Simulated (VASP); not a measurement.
Write the native input for VASP 6.6.1 that does the following.

| Item | Value |
| --- | --- |
| Task | single point |
| Functional | PBEsol |
| Dispersion | D3(BJ) |
| Potentials or basis | VASP PAW PBE potentials, release 64 (Sn_d) |
| Cutoff | 520 eV |
| k mesh | 18 × 18 × 18 |
| Occupations | gaussian, width 0.15 eV |
| Spin | no spin polarisation |
| Dipole correction | no |
| Further INCAR settings | ALGO = Fast; EDIFF = 1e-07; NBANDS = 13 |

The structure of Sn lies in POSCAR:

```
Sn
1.0
   -1.8946518192      1.8946518192      2.0462239647
    1.8946518192     -1.8946518192      2.0462239647
    1.8946518192      1.8946518192     -2.0462239647
Sn
1
Direct
    0.0000000000      0.0000000000      0.0000000000
```

This cell differs from its parent crystal: strain +0.000 along x and y, +0.080 along z.

The input as run:

INCAR

```
PREC = Accurate
ENCUT = 520
EDIFF = 1E-7
ISMEAR = 0
SIGMA = 0.15
LREAL = F
LASPH = T
NELM = 100
ALGO = Fast
ISIF = 2
LWAVE = F
LCHARG = F
GGA = PS
IVDW = 12
NBANDS = 13
```

KPOINTS

```
Automatic mesh
0
Gamma
  18 18 18
```

Potentials or basis: VASP PAW PBE potentials, release 64 (Sn_d).

Launch:

```console
$ cat potpaw_PBE.64/Sn_d/POTCAR > POTCAR
$ mpirun -np 1 vasp_std > vasp.out
```

It gave:

- Pressure: -7.0 GPa
- Band gap on the k mesh: zero (band 7 reaches 14.08 eV, above the bottom of band 8 at 4.87 eV)
- Dispersion energy per atom: -0.359 eV

Caveat: the cell differs from its parent crystal (strain +0.000 along x and y, +0.080 along z); the PAW data sets were made with another functional, which shifts forces and pressure a little; spin-orbit coupling is left out, which moves the levels of the heavy elements; pairwise dispersion overbinds metals, which lowers pressure and volume.

Run time: 2.6 min on 1 thread of AMD EPYC 9R45 96-Core Processor (Zen 5) (shared host), peak memory 0.26 GiB.
